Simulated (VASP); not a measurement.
Write the native input for VASP 6.6.1 that does the following.

```
Task                   : relaxation of cell and atoms
Functional             : PBEsol
Potentials or basis    : VASP PAW PBE potentials, release 64 (Zn)
Cutoff                 : 600 eV
k mesh                 : 12 × 12 × 12
Occupations            : fermi-dirac, width 0.05 eV
Spin                   : no spin polarisation
Target pressure        : 30 GPa
Dipole correction      : no
Further INCAR settings : ALGO = Fast; EDIFF = 1e-07; IBRION = 2; EDIFFG = -0.01; NSW = 60; ISIF = 3
```

The structure of Zn lies in POSCAR:

```
Zn
1.0
    0.0000000000      1.9647760000      1.9647760000
    1.9647760000      0.0000000000      1.9647760000
    1.9647760000      1.9647760000      0.0000000000
Zn
1
Direct
    0.0000000000      0.0000000000      0.0000000000
```

These files were run (other wordings do the same):

INCAR

```
SYSTEM = Zn
  ALGO = Fast
  EDIFF = 1E-7
  EDIFFG = -0.01
  ENCUT = 600
  GGA = PS
  IBRION = 2
  ISIF = 3
  ISMEAR = -1
  LASPH = .TRUE.
  LCHARG = .FALSE.
  LREAL = .FALSE.
  LWAVE = .FALSE.
  NELM = 100
  NSW = 60
  PREC = Accurate
  PSTRESS = 300.0
  SIGMA = 0.05
```

KPOINTS

```
k-points
0
G
  12 12 12
  0 0 0
```

Potentials or basis: VASP PAW PBE potentials, release 64 (Zn).

Command:

```sh
$ cat potpaw_PBE.64/Zn/POTCAR > POTCAR
$ mpirun -np 1 vasp_std > vasp.out
```

Results of the run:

* Relaxed volume: 11.59 Å³/atom
* Relaxed cell: a = 2.540 Å, b = 2.540 Å, c = 2.540 Å, α = 60.00°, β = 60.00°, γ = 60.00°
* Space group after relaxing (to 0.05 Å): Fm-3m (No. 225)
* Energy change on relaxing (the enthalpy is what falls): +178.8 meV/atom
* Ionic steps: 7
* Pressure after relaxing: 30.0 GPa
* Band gap on the k mesh: zero (band 6 reaches 7.57 eV, above the bottom of band 7 at 4.27 eV)

Caveat: the cell is relaxed towards a set pressure, so the enthalpy falls and the energy may rise; the volume moved by over 15 % at a fixed basis, so the end points are rough; the PAW data sets were made with another functional, which shifts forces and pressure a little.

Wall time 28 s on 1 thread of Intel(R) Xeon(R) 6975P-C (Granite Rapids), on a shared host, peak memory 0.16 GiB.
